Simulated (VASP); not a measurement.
Here is a VASP 6.6.1 calculation.

Contents of INCAR:

```
SYSTEM = Lu4SiF
ALGO = Normal ; EDIFF = 1E-6
ENCUT = 520 ; GGA = PE
ISIF = 2 ; ISMEAR = 0
LASPH = .TRUE. ; LCHARG = .FALSE.
LREAL = .FALSE. ; LWAVE = .FALSE.
NBANDS = 64 ; NELM = 80
PREC = Accurate ; SIGMA = 0.1
```

Contents of KPOINTS:

```
k-points
0
G
  4 4 2
  0 0 0
```

The input POSCAR:

```
Lu4SiF
1.0
    4.5649294467      0.0000000000      0.0000000000
    0.0000000000      4.5649294467      0.0000000000
    0.0000000000      0.0000000000      6.9206003959
Lu Si F
4 1 1
Direct
    0.0000000000      0.5000000000      0.2486888892
    0.5000000000      0.0000000000      0.2486888892
    0.0000000000      0.5000000000      0.7513111108
    0.5000000000      0.0000000000      0.7513111108
    0.0000000000      0.0000000000      0.0000000000
    0.0000000000      0.0000000000      0.5000000000
```

Potentials or basis: VASP PAW PBE potentials, release 64 (Lu, Si, F).

Run with:

```sh
$ cat potpaw_PBE.64/Lu/POTCAR potpaw_PBE.64/Si/POTCAR potpaw_PBE.64/F/POTCAR > POTCAR
$ mpirun -np 1 vasp_std > vasp.out
```

(1) Estimate the pressure.

(2) Estimate the band gap on the k mesh.

(3) Predict the largest force.

Results:

(1) 0.3 GPa.

(2) zero (an odd number of electrons rules out a gap without spin polarisation).

(3) 0.023 eV/Å.

Caveat: the k points lie up to 0.45 Å⁻¹ apart, too coarse for converged energies and pressures of a metal; spin-orbit coupling is left out, which moves the levels of the heavy elements; an odd number of electrons without spin polarisation forces a metal; a magnetic or distorted state may lie lower.
